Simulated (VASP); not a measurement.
# CdS (Pm-3m) in VASP: notebook

CdS is run at these levels: PBE, r2SCAN; tasks: single point, relaxation of cell and atoms.

All numbers are computed with VASP 6.6.1; they aren't measurements. Logs are shortened: lines on timing, memory, paths and dates and some standing lists are left out, and cuts for length are marked.

**1. The cell of the first run**

Symmetry: Pm-3m, No. 221, cubic system. The conventional cell has a = 3.387 Å, b = 3.387 Å, c = 3.387 Å, α = 90.00°, β = 90.00°, γ = 90.00°. Within 3.9 Å of Cd (site symmetry m-3m) lie 8 S at 2.93 Å and 6 Cd at 3.39 Å. Within 3.9 Å of S (site symmetry m-3m) lie 8 Cd at 2.93 Å and 6 S at 3.39 Å.

**2. Single point, PBE**

Contents of INCAR:

```
SYSTEM = CdS
  ALGO = Normal
  EDIFF = 1E-7
  ENCUT = 520
  GGA = PE
  ISIF = 2
  ISMEAR = -1
  LASPH = .TRUE.
  LCHARG = .FALSE.
  LREAL = .FALSE.
  LWAVE = .FALSE.
  NBANDS = 16
  NELM = 80
  PREC = Accurate
  SIGMA = 0.02
```

Contents of KPOINTS:

```
k-points
0
G
  8 8 8
  0 0 0
```

Contents of POSCAR:

```
CdS
1.0
    3.3869086165      0.0000000000      0.0000000000
    0.0000000000      3.3869086165      0.0000000000
    0.0000000000      0.0000000000      3.3869086165
Cd S
1 1
Direct
    0.0000000000      0.0000000000      0.0000000000
    0.5000000000      0.5000000000      0.5000000000
```

Potentials or basis: VASP PAW PBE potentials, release 64 (Cd, S).

On the command line:

```bash
$ cat potpaw_PBE.64/Cd/POTCAR potpaw_PBE.64/S/POTCAR > POTCAR
$ mpirun -np 1 vasp_std > vasp.out
```

OUTCAR:

```text
SYSTEM = CdS
   EDIFF = 1E-7
   ENCUT = 520
   GGA = PE
   ISIF = 2
   ISMEAR = -1
   LASPH = .TRUE.
   LREAL = .FALSE.
   NELM = 80
   PREC = Accurate

 ion  position               nearest neighbor table
   1  0.000  0.000  0.000-   2 2.93   2 2.93   2 2.93   2 2.93   2 2.93   2 2.93   2 2.93   2 2.93

   2  0.500  0.500  0.500-   1 2.93   1 2.93   1 2.93   1 2.93   1 2.93   1 2.93   1 2.93   1 2.93

  LATTYP: Found a simple cubic cell.
 ALAT       =     3.3869086165

  Lattice vectors:

 A1 = (   3.3869086165,   0.0000000000,   0.0000000000)
 A2 = (   0.0000000000,   3.3869086165,   0.0000000000)
 A3 = (   0.0000000000,   0.0000000000,   3.3869086165)

Analysis of symmetry for initial positions (statically):
=====================================================================
 Subroutine PRICEL returns:
 Original cell was already a primitive cell.

 Routine SETGRP: Setting up the symmetry group for a
 simple cubic supercell.

 Subroutine GETGRP returns: Found 48 space group operations
 (whereof 48 operations were pure point group operations)
 out of a pool of 48 trial point group operations.

The static configuration has the point symmetry O_h .

Analysis of symmetry for dynamics (positions and initial velocities):
=====================================================================
 Subroutine PRICEL returns:
 Original cell was already a primitive cell.

 Routine SETGRP: Setting up the symmetry group for a
 simple cubic supercell.

 Subroutine GETGRP returns: Found 48 space group operations
 (whereof 48 operations were pure point group operations)
 out of a pool of 48 trial point group operations.

The dynamic configuration has the point symmetry O_h .

 Subroutine INISYM returns: Found 48 space group operations
 (whereof 48 operations are pure point group operations),
 and found     1 'primitive' translations

----------------------------------------------------------------------------------------

                                     Primitive cell

  volume of cell :      38.8517

  direct lattice vectors                    reciprocal lattice vectors
     3.386908616  0.000000000  0.000000000     0.295254497  0.000000000  0.000000000
     0.000000000  3.386908616  0.000000000     0.000000000  0.295254497  0.000000000
     0.000000000  0.000000000  3.386908616     0.000000000  0.000000000  0.295254497

  length of vectors
     3.386908616  3.386908616  3.386908616     0.295254497  0.295254497  0.295254497

  position of ions in fractional coordinates (direct lattice)
     0.000000000  0.000000000  0.000000000
     0.500000000  0.500000000  0.500000000

  ion indices of the primitive-cell ions
   primitive index   ion index
                 1           1
                 2           2

----------------------------------------------------------------------------------------

 KPOINTS: k-points

Automatic generation of k-mesh.
 Grid dimensions read from file:
 generate k-points for:    8    8    8

 Generating k-lattice:

  Cartesian coordinates                     Fractional coordinates (reciprocal lattice)
     0.036906812  0.000000000  0.000000000     0.125000000  0.000000000  0.000000000
     0.000000000  0.036906812  0.000000000     0.000000000  0.125000000  0.000000000
     0.000000000  0.000000000  0.036906812     0.000000000  0.000000000  0.125000000

  Length of vectors
     0.036906812  0.036906812  0.036906812

  Shift w.r.t. Gamma in fractional coordinates (k-lattice)
     0.000000000  0.000000000  0.000000000

 Subroutine IBZKPT returns following result:
 ===========================================

 Found     35 irreducible k-points:

 Following reciprocal coordinates:
            Coordinates               Weight
  0.000000  0.000000  0.000000      1.000000
  0.125000  0.000000  0.000000      6.000000
  0.250000  0.000000  0.000000      6.000000
  0.375000  0.000000  0.000000      6.000000
  0.500000  0.000000  0.000000      3.000000
  0.125000  0.125000  0.000000     12.000000
[... 16 lines left out ...]
  0.375000  0.375000  0.125000     24.000000
  0.500000  0.375000  0.125000     24.000000
 [... further k-points ...]
   k-points           NKPTS =     35   k-points in BZ     NKDIM =     35   number of bands    NBANDS=     16
   number of dos      NEDOS =    301   number of ions     NIONS =      2
   total plane-waves  NPLWV =  21952
   dimension x,y,z NGX =    28 NGY =   28 NGZ =   28
   dimension x,y,z NGXF=    56 NGYF=   56 NGZF=   56
   ions per type =               1   1
   NGX,Y,Z   is equivalent  to a cutoff of  13.74, 13.74, 13.74 a.u.
   NGXF,Y,Z  is equivalent  to a cutoff of  27.49, 27.49, 27.49 a.u.
 SYSTEM =  CdS
   PREC   = accura    normal or accurate (medium, high low for compatibility)
   ISTART =      0    job   : 0-new  1-cont  2-samecut
   ICHARG =      2    charge: 1-file 2-atom 10-const
   ISPIN  =      1    spin polarized calculation?
   LNONCOLLINEAR =      F non collinear calculations
   LSORBIT =      F    spin-orbit coupling
   LASPH  =      T    aspherical Exc in radial PAW
   ENCUT  =  520.0 eV  38.22 Ry    6.18 a.u.   6.30  6.30  6.30*2*pi/ulx,y,z
   NELM   =     80;   NELMIN=  2; NELMDL= -5     # of ELM steps
   EDIFF  = 0.1E-06   stopping-criterion for ELM
   LREAL  =      F    real-space projection
   EDIFFG = 0.1E-05   stopping-criterion for IOM
   NSW    =      0    number of steps for IOM
   IBRION =     -1    ionic relax: 0-MD 1-quasi-New 2-CG
   NFREE  =      0    steps in history (QN), initial steepest desc. (CG)
   ISIF   =      2    stress and relaxation
   ISYM   =      2    0-nonsym 1-usesym 2-fastsym
   POTIM  = 0.5000    time-step for ionic-motion
   TEBEG  =    0.0;   TEEND  =   0.0 temperature during run
   PSTRESS=    0.0 pullay stress
   NELECT =      18.0000    total number of electrons
   NUPDOWN=      -1.0000    fix difference up-down
   EMIN   =  10.00;   EMAX   =-10.00  energy-range for DOS
   EFERMI =   0.00;   METHOD = LEGACY
   ISMEAR =    -1;   SIGMA  =   0.02  broadening in eV -4-tet -1-fermi 0-gaus
   EFERMI_NEDOS =   21; number of points for ismear=-14 and -15
   IALGO  =     38    algorithm
   IMIX   =      4    mixing-type and parameters
     AMIX     =   0.40;   BMIX     =  1.00
     AMIX_MAG =   1.60;   BMIX_MAG =  1.00
  volume/ion in A,a.u.               =      19.43       131.09
  Fermi-wavevector in a.u.,A,eV,Ry     =   1.266763  2.393836 21.833128  1.604690
  Thomas-Fermi vector in A             =   2.399947
   LORBIT       =      0    0 simple, 1 ext, 2 COOP (PROOUT), +10 PAW based schemes
   GGA     = PE    functional components
   LHFCALC =     F    Hartree Fock is set to
   AEXX    =    0.0000 exact exchange contribution
   IVDW    =     0    specifies the selected vdW correction
   LEPSILON=     F    determine dielectric tensor
   LRPA    =     F    only Hartree local field effects (RPA)
 non-spin polarized calculation
  energy-cutoff  :      520.00
  volume of cell :       38.85
 maximum number of plane-waves:      1064
 NGX is ok and might be reduce to    28
   NGX = 13   NGY = 13   NGZ = 13

 number of electron      17.9999993 magnetization

 Free energy of the ion-electron system (eV)
  ---------------------------------------------------
  ext. energy  EPLUGINS =         0.00000000
  ---------------------------------------------------
  free energy    TOTEN  =        -4.85641242 eV

  energy without entropy =       -4.85235253  energy(sigma->0) =       -4.85438247

 E-fermi :   4.0092     XC(G=0): -10.8128

 val. band max:        4.0023726772   @ k =   0.3750   0.3750   0.0000
 cond. band min:       4.0135987771   @ k =   0.5000   0.0000   0.0000
 fundamental gap:      0.0112260999
 Fermi energy:         4.0092398542

 k-point     1 :       0.0000    0.0000    0.0000
  band No.  band energies     occupation
      1      -9.4671      2.00000
      2      -4.7474      2.00000
      3      -4.7474      2.00000
      4      -4.1501      2.00000
      5      -4.1501      2.00000
      6      -4.1501      2.00000
[... 8 lines left out ...]
     15      15.7999      0.00000
     16      18.5092      0.00000

 k-point     2 :       0.1250    0.0000    0.0000
  band No.  band energies     occupation
      1      -9.3403      2.00000
      2      -4.7374      2.00000
      3      -4.6993      2.00000
      4      -4.1934      2.00000
      5      -4.1934      2.00000
      6      -4.1461      2.00000
[... 8 lines left out ...]
     15      15.2242      0.00000
     16      18.5018      0.00000

 k-point     3 :       0.2500    0.0000    0.0000
  band No.  band energies     occupation
      1      -8.9979      2.00000
      2      -4.7131      2.00000
      3      -4.6050      2.00000
      4      -4.2941      2.00000
      5      -4.2941      2.00000
      6      -4.1366      2.00000
[... 8 lines left out ...]
     15      15.5487      0.00000
     16      18.2058      0.00000

 k-point     4 :       0.3750    0.0000    0.0000
  band No.  band energies     occupation
      1      -8.5808      2.00000
      2      -4.6887      2.00000
      3      -4.5803      2.00000
      4      -4.3901      2.00000
      5      -4.3901      2.00000
      6      -4.1269      2.00000
[... 8 lines left out ...]
     15      16.8591      0.00000
     16      18.0653      0.00000
[... 324 lines left out ...]
 k-point    22 :       0.5000    0.2500    0.1250
  band No.  band energies     occupation
      1      -8.1127      2.00000
      2      -4.5186      2.00000
      3      -4.5112      2.00000
      4      -4.3417      2.00000
      5      -4.2067      2.00000
      6      -4.1058      2.00000
[... 8 lines left out ...]
     15      15.8411      0.00000
     16      17.9000      0.00000

 k-point    23 :       0.3750    0.3750    0.1250
  band No.  band energies     occupation
      1      -8.0461      2.00000
      2      -4.5153      2.00000
      3      -4.4232      2.00000
      4      -4.3947      2.00000
      5      -4.1022      2.00000
      6      -4.0274      2.00000
[... 8 lines left out ...]
     15      16.4676      0.00000
     16      17.2092      0.00000

 k-point    24 :       0.5000    0.3750    0.1250
  band No.  band energies     occupation
      1      -7.9596      2.00000
      2      -4.4721      2.00000
      3      -4.4613      2.00000
      4      -4.3845      2.00000
      5      -4.0334      2.00000
      6      -3.9624      2.00000
[... 8 lines left out ...]
     15      16.5535      0.00000
     16      16.8593      0.00000

 [... further k-points ...]
[... 5 lines left out ...]
  --------------------------------------------------------------------------------------
  -------------------------------------------------------------------------------------
  Total        0.4347992      0.4347992      0.4347992      0.0000000      0.0000000      0.0000000
  in kB       17.9303554     17.9303554     17.9303554      0.0000000      0.0000000      0.0000000
  external PRESSURE =      17.9303554 kB  Pullay stress =       0.0000000 kB

 VOLUME and BASIS-vectors are now :
 -----------------------------------------------------------------------------
  energy-cutoff  :      520.00
  volume of cell :       38.85
      direct lattice vectors                 reciprocal lattice vectors
     3.386908616  0.000000000  0.000000000     0.295254497  0.000000000  0.000000000
     0.000000000  3.386908616  0.000000000     0.000000000  0.295254497  0.000000000
     0.000000000  0.000000000  3.386908616     0.000000000  0.000000000  0.295254497

 POSITION                                       TOTAL-FORCE (eV/Angst)
 -----------------------------------------------------------------------------------
      0.00000      0.00000      0.00000         0.000000      0.000000      0.000000
      1.69345      1.69345      1.69345         0.000000      0.000000      0.000000
 -----------------------------------------------------------------------------------
    total drift:                               -0.000000      0.000000      0.000000

  FREE ENERGIE OF THE ION-ELECTRON SYSTEM (eV)
  ---------------------------------------------------
  free  energy   TOTEN  =        -4.8564124153 eV

  energy  without entropy=       -4.8523525263  energy(sigma->0) =       -4.85438247
```

It took 36 s on 1 thread of Intel Xeon 8259CL, shared host; peak memory 0.17 GiB.

What came out:

| Property | Result |
| --- | --- |
| Free energy | -4.8564 eV |
| Pressure | 1.8 GPa |
| Band gap on the k mesh | zero (band 9 reaches 4.03 eV, above the bottom of band 10 at 3.07 eV) |

[end of part 1 of 2]
